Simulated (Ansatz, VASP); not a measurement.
**BaS4: VASP beside Ansatz**

```
CELL_PARAMETERS angstrom
5.34649 0.00000 0.00000
0.00000 5.34649 0.00000
0.00000 0.00000 5.54661
ATOMIC_POSITIONS crystal
Ba 0.00000 0.00000 0.00000
S 0.50000 0.00000 0.32158
S 0.00000 0.50000 0.67842
S 0.50000 0.00000 0.67842
S 0.00000 0.50000 0.32158
```

Change from the starting cell: ordered vacancies on the cation sites of fluorite (P4/mmm, No. 123).

Alike in both runs: functional PBE; k mesh 4 × 4 × 2; occupations gaussian, width 0.1 eV; no spin polarisation.

Ansatz relaxed the structure, and its values are those at the end. VASP's run is a single point on that final structure, the one shown.

|  | VASP | Ansatz |
| --- | --- | --- |
| version | VASP 6.6.1 | Ansatz 0.2.0 |
| potentials or method | VASP PAW PBE potentials, release 64 (Ba_sv, S), cutoff 520 eV | scalar-relativistic, plane waves, PAW |
| valence electrons in the cell | 34 | 34 |

Ansatz gave:

```
gap on the k mesh at the Fermi level (eV) : none
pressure (GPa)                            : 0.0
rms of the force components (eV/Å)        : 0.001
```

**Question.** Which values does VASP return?

**Answer.** gap on the k mesh at the Fermi level (eV): none; pressure (GPa): 0.1; rms of the force components (eV/Å): 0.105.

A gap of «none» marks a metal or a gap that the smearing closes. With one functional, cell and mesh, what is left measures potentials, basis and numerics.

The k mesh is coarse, so the values compare programs but aren't converged. Neither program's run includes spin-orbit coupling.
